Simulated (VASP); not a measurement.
# CuI (F-43m) in VASP: notebook

CuI is run at these levels: PBE, r2SCAN; tasks: single point.

Program: VASP 6.6.1. These are calculated values, not measurements. Logs are shortened: lines on timing, memory, paths and dates and some standing lists are left out, and cuts for length are marked.

## (1) The cell of the first run

The structure is cubic, space group F-43m (No. 216). Conventional cell: a = 5.904 Å, b = 5.904 Å, c = 5.904 Å, α = 90.00°, β = 90.00°, γ = 90.00°. Within 3.4 Å of Cu (site symmetry -43m) lie 4 I at 2.56 Å. Within 3.4 Å of I (site symmetry -43m) lie 4 Cu at 2.56 Å.

## (2) Single point, PBE (strain -2.0%)

INCAR reads:

```
PREC = Accurate ; ENCUT = 520
EDIFF = 1E-7 ; ISMEAR = -1
SIGMA = 0.02 ; LREAL = False
LASPH = True ; NELM = 100
ALGO = Normal ; ISIF = 2
LWAVE = False ; LCHARG = False
GGA = PE ; NBANDS = 16
```

KPOINTS reads:

```
Automatic mesh
0
Gamma
  8 8 8
```

POSCAR reads:

```
CuI
1.0
    0.0000000000      2.9517885324      2.9517885324
    2.9517885324      0.0000000000      2.9517885324
    2.9517885324      2.9517885324      0.0000000000
Cu I
1 1
Direct
    0.0000000000      0.0000000000      0.0000000000
    0.2500000000      0.2500000000      0.2500000000
```

Potentials or basis: VASP PAW PBE potentials, release 64 (Cu, I).

On the command line:

```console
cat potpaw_PBE.64/Cu/POTCAR potpaw_PBE.64/I/POTCAR > POTCAR
mpirun -np 1 vasp_std > vasp.out
```

OUTCAR:

```text
PREC = Accurate
   ENCUT = 520
   EDIFF = 1E-7
   ISMEAR = -1
   LREAL = False
   LASPH = True
   NELM = 100
   ISIF = 2
   GGA = PE

 ion  position               nearest neighbor table
   1  0.000  0.000  0.000-   2 2.56   2 2.56   2 2.56   2 2.56
   2  0.250  0.250  0.250-   1 2.56   1 2.56   1 2.56   1 2.56

  LATTYP: Found a face centered cubic cell.
 ALAT       =     5.9035770648

  Lattice vectors:

 A1 = (   0.0000000000,   2.9517885324,   2.9517885324)
 A2 = (   2.9517885324,   0.0000000000,   2.9517885324)
 A3 = (   2.9517885324,   2.9517885324,   0.0000000000)

Analysis of symmetry for initial positions (statically):
=====================================================================
 Subroutine PRICEL returns:
 Original cell was already a primitive cell.

 Routine SETGRP: Setting up the symmetry group for a
 face centered cubic supercell.

 Subroutine GETGRP returns: Found 24 space group operations
 (whereof 24 operations were pure point group operations)
 out of a pool of 48 trial point group operations.

The static configuration has the point symmetry T_d .

Analysis of symmetry for dynamics (positions and initial velocities):
=====================================================================
 Subroutine PRICEL returns:
 Original cell was already a primitive cell.

 Routine SETGRP: Setting up the symmetry group for a
 face centered cubic supercell.

 Subroutine GETGRP returns: Found 24 space group operations
 (whereof 24 operations were pure point group operations)
 out of a pool of 48 trial point group operations.

The dynamic configuration has the point symmetry T_d .

 Subroutine INISYM returns: Found 24 space group operations
 (whereof 24 operations are pure point group operations),
 and found     1 'primitive' translations

----------------------------------------------------------------------------------------

                                     Primitive cell

  volume of cell :      51.4382

  direct lattice vectors                    reciprocal lattice vectors
     0.000000000  2.951788532  2.951788532    -0.169388828  0.169388828  0.169388828
     2.951788532  0.000000000  2.951788532     0.169388828 -0.169388828  0.169388828
     2.951788532  2.951788532  0.000000000     0.169388828  0.169388828 -0.169388828

  length of vectors
     4.174459376  4.174459376  4.174459376     0.293390056  0.293390056  0.293390056

  position of ions in fractional coordinates (direct lattice)
     0.000000000  0.000000000  0.000000000
     0.250000000  0.250000000  0.250000000

  ion indices of the primitive-cell ions
   primitive index   ion index
                 1           1
                 2           2

----------------------------------------------------------------------------------------

 KPOINTS: Automatic mesh

Automatic generation of k-mesh.
 Grid dimensions read from file:
 generate k-points for:    8    8    8

 Generating k-lattice:

  Cartesian coordinates                     Fractional coordinates (reciprocal lattice)
    -0.021173603  0.021173603  0.021173603     0.125000000  0.000000000  0.000000000
     0.021173603 -0.021173603  0.021173603     0.000000000  0.125000000  0.000000000
     0.021173603  0.021173603 -0.021173603     0.000000000  0.000000000  0.125000000

  Length of vectors
     0.036673757  0.036673757  0.036673757

  Shift w.r.t. Gamma in fractional coordinates (k-lattice)
     0.000000000  0.000000000  0.000000000

 Subroutine IBZKPT returns following result:
 ===========================================

 Found     29 irreducible k-points:

 Following reciprocal coordinates:
            Coordinates               Weight
  0.000000  0.000000  0.000000      1.000000
  0.125000  0.000000  0.000000      8.000000
  0.250000  0.000000  0.000000      8.000000
  0.375000  0.000000  0.000000      8.000000
  0.500000  0.000000  0.000000      4.000000
  0.125000  0.125000  0.000000      6.000000
[... 16 lines left out ...]
  0.500000  0.250000  0.125000     48.000000
 -0.375000  0.250000  0.125000     24.000000
 [... further k-points ...]
   k-points           NKPTS =     29   k-points in BZ     NKDIM =     29   number of bands    NBANDS=     16
   number of dos      NEDOS =    301   number of ions     NIONS =      2
   total plane-waves  NPLWV =  32768
   dimension x,y,z NGX =    32 NGY =   32 NGZ =   32
   dimension x,y,z NGXF=    64 NGYF=   64 NGZF=   64
   ions per type =               1   1
   NGX,Y,Z   is equivalent  to a cutoff of  12.74, 12.74, 12.74 a.u.
   NGXF,Y,Z  is equivalent  to a cutoff of  25.49, 25.49, 25.49 a.u.
 SYSTEM =  unknown system
   PREC   = accura    normal or accurate (medium, high low for compatibility)
   ISTART =      0    job   : 0-new  1-cont  2-samecut
   ICHARG =      2    charge: 1-file 2-atom 10-const
   ISPIN  =      1    spin polarized calculation?
   LNONCOLLINEAR =      F non collinear calculations
   LSORBIT =      F    spin-orbit coupling
   LASPH  =      T    aspherical Exc in radial PAW
   ENCUT  =  520.0 eV  38.22 Ry    6.18 a.u.   7.76  7.76  7.76*2*pi/ulx,y,z
   NELM   =    100;   NELMIN=  2; NELMDL= -5     # of ELM steps
   EDIFF  = 0.1E-06   stopping-criterion for ELM
   LREAL  =      F    real-space projection
   EDIFFG = 0.1E-05   stopping-criterion for IOM
   NSW    =      0    number of steps for IOM
   IBRION =     -1    ionic relax: 0-MD 1-quasi-New 2-CG
   NFREE  =      0    steps in history (QN), initial steepest desc. (CG)
   ISIF   =      2    stress and relaxation
   ISYM   =      2    0-nonsym 1-usesym 2-fastsym
   POTIM  = 0.5000    time-step for ionic-motion
   TEBEG  =    0.0;   TEEND  =   0.0 temperature during run
   PSTRESS=    0.0 pullay stress
   NELECT =      18.0000    total number of electrons
   NUPDOWN=      -1.0000    fix difference up-down
   EMIN   =  10.00;   EMAX   =-10.00  energy-range for DOS
   EFERMI =   0.00;   METHOD = LEGACY
   ISMEAR =    -1;   SIGMA  =   0.02  broadening in eV -4-tet -1-fermi 0-gaus
   EFERMI_NEDOS =   21; number of points for ismear=-14 and -15
   IALGO  =     38    algorithm
   IMIX   =      4    mixing-type and parameters
     AMIX     =   0.40;   BMIX     =  1.00
     AMIX_MAG =   1.60;   BMIX_MAG =  1.00
  volume/ion in A,a.u.               =      25.72       173.56
  Fermi-wavevector in a.u.,A,eV,Ry     =   1.153640  2.180064 18.107803  1.330886
  Thomas-Fermi vector in A             =   2.290283
   LORBIT       =      0    0 simple, 1 ext, 2 COOP (PROOUT), +10 PAW based schemes
   GGA     = PE    functional components
   LHFCALC =     F    Hartree Fock is set to
   AEXX    =    0.0000 exact exchange contribution
   IVDW    =     0    specifies the selected vdW correction
   LEPSILON=     F    determine dielectric tensor
   LRPA    =     F    only Hartree local field effects (RPA)
 non-spin polarized calculation
  energy-cutoff  :      520.00
  volume of cell :       51.44
 maximum number of plane-waves:      1411
   NGX = 15   NGY = 15   NGZ = 15

 number of electron      17.9999987 magnetization

 Free energy of the ion-electron system (eV)
  ---------------------------------------------------
  ext. energy  EPLUGINS =         0.00000000
  ---------------------------------------------------
  free energy    TOTEN  =        -5.50242889 eV

  energy without entropy =       -5.50242889  energy(sigma->0) =       -5.50242889

 E-fermi :   5.7634     XC(G=0):  -9.3122

 val. band max:        5.3321316394   @ k =   0.0000   0.0000   0.0000
 cond. band min:       6.7029295750   @ k =   0.0000   0.0000   0.0000
 fundamental gap:      1.3707979356
 Fermi energy:         5.7634242184

 k-point     1 :       0.0000    0.0000    0.0000
  band No.  band energies     occupation
      1      -9.1224      2.00000
      2       1.3118      2.00000
      3       1.3118      2.00000
      4       1.3118      2.00000
      5       3.1268      2.00000
      6       3.1268      2.00000
[... 8 lines left out ...]
     15      15.0549      0.00000
     16      15.0549      0.00000

 k-point     2 :       0.1250    0.0000    0.0000
  band No.  band energies     occupation
      1      -9.0353      2.00000
      2       1.0146      2.00000
      3       1.3210      2.00000
      4       1.3210      2.00000
      5       3.1193      2.00000
      6       3.1193      2.00000
[... 8 lines left out ...]
     15      14.3157      0.00000
     16      14.3836      0.00000

 k-point     3 :       0.2500    0.0000    0.0000
  band No.  band energies     occupation
      1      -8.8101      2.00000
      2       0.2825      2.00000
      3       1.3396      2.00000
      4       1.3396      2.00000
      5       3.1152      2.00000
      6       3.1152      2.00000
[... 8 lines left out ...]
     15      14.1101      0.00000
     16      14.2686      0.00000

 k-point     4 :       0.3750    0.0000    0.0000
  band No.  band energies     occupation
      1      -8.5589      2.00000
      2      -0.4533      2.00000
      3       1.3520      2.00000
      4       1.3520      2.00000
      5       3.1378      2.00000
      6       3.1378      2.00000
[... 8 lines left out ...]
     15      15.1066      0.00000
     16      15.1066      0.00000

 k-point     5 :       0.5000    0.0000    0.0000
  band No.  band energies     occupation
      1      -8.4452      2.00000
      2      -0.7583      2.00000
      3       1.3550      2.00000
      4       1.3550      2.00000
      5       3.1580      2.00000
      6       3.1580      2.00000
[... 8 lines left out ...]
     15      16.4334      0.00000
     16      16.4334      0.00000

 k-point     6 :       0.1250    0.1250    0.0000
  band No.  band energies     occupation
      1      -9.0062      2.00000
      2       0.9778      2.00000
      3       1.3001      2.00000
      4       1.3001      2.00000
      5       3.0895      2.00000
      6       3.1411      2.00000
[... 8 lines left out ...]
     15      14.8573      0.00000
     16      15.2130      0.00000
[... 267 lines left out ...]
 k-point    21 :       0.5000    0.5000    0.0000
  band No.  band energies     occupation
      1      -8.2132      2.00000
      2      -0.7318      2.00000
      3       1.2507      2.00000
      4       1.2507      2.00000
      5       3.0845      2.00000
      6       3.2019      2.00000
[... 8 lines left out ...]
     15      16.8102      0.00000
     16      17.6647      0.00000

 k-point    22 :       0.3750    0.2500    0.1250
  band No.  band energies     occupation
      1      -8.6340      2.00000
      2       0.0732      2.00000
      3       1.1023      2.00000
      4       1.3336      2.00000
      5       3.0445      2.00000
      6       3.1685      2.00000
[... 8 lines left out ...]
     15      15.8240      0.00000
     16      16.8907      0.00000

 k-point    23 :       0.5000    0.2500    0.1250
  band No.  band energies     occupation
      1      -8.4240      2.00000
      2      -0.2998      2.00000
      3       0.8621      2.00000
      4       1.3265      2.00000
      5       3.0717      2.00000
      6       3.1434      2.00000
[... 8 lines left out ...]
     15      16.1977      0.00000
     16      17.0154      0.00000

 k-point    24 :      -0.3750    0.2500    0.1250
  band No.  band energies     occupation
      1      -8.3307      2.00000
      2      -0.4635      2.00000
      3       0.7561      2.00000
      4       1.3160      2.00000
      5       3.0511      2.00000
      6       3.1384      2.00000
[... 8 lines left out ...]
     15      16.2455      0.00000
     16      16.9134      0.00000

 [... further k-points ...]
[... 5 lines left out ...]
  --------------------------------------------------------------------------------------
  -------------------------------------------------------------------------------------
  Total        1.4008807      1.4008807      1.4008807      0.0000000     -0.0000000      0.0000000
  in kB       43.6340996     43.6340996     43.6340996      0.0000000     -0.0000000      0.0000000
  external PRESSURE =      43.6340996 kB  Pullay stress =       0.0000000 kB

 VOLUME and BASIS-vectors are now :
 -----------------------------------------------------------------------------
  energy-cutoff  :      520.00
  volume of cell :       51.44
      direct lattice vectors                 reciprocal lattice vectors
     0.000000000  2.951788532  2.951788532    -0.169388828  0.169388828  0.169388828
     2.951788532  0.000000000  2.951788532     0.169388828 -0.169388828  0.169388828
     2.951788532  2.951788532  0.000000000     0.169388828  0.169388828 -0.169388828

 POSITION                                       TOTAL-FORCE (eV/Angst)
 -----------------------------------------------------------------------------------
      0.00000      0.00000      0.00000        -0.000000     -0.000000     -0.000000
      1.47589      1.47589      1.47589         0.000000      0.000000      0.000000
 -----------------------------------------------------------------------------------
    total drift:                               -0.000001     -0.000001     -0.000001

  FREE ENERGIE OF THE ION-ELECTRON SYSTEM (eV)
  ---------------------------------------------------
  free  energy   TOTEN  =        -5.5024288923 eV

  energy  without entropy=       -5.5024288923  energy(sigma->0) =       -5.50242889
```

Run time: 20 s. Hardware: 1 thread of Intel Xeon Platinum 8259CL at 2.50GHz (Skylake/Cascade Lake), shared host; peak memory 0.18 GiB.

What came out:

- Free energy: -5.5024 eV
- Pressure: 4.4 GPa
- Band gap on the k mesh: 1.37 eV

Caveat: the cell differs from its parent crystal (strain -2.0%); the cell stands under pressure; spin-orbit coupling is left out, which moves the levels of the heavy elements.

[end of part 1 of 2]
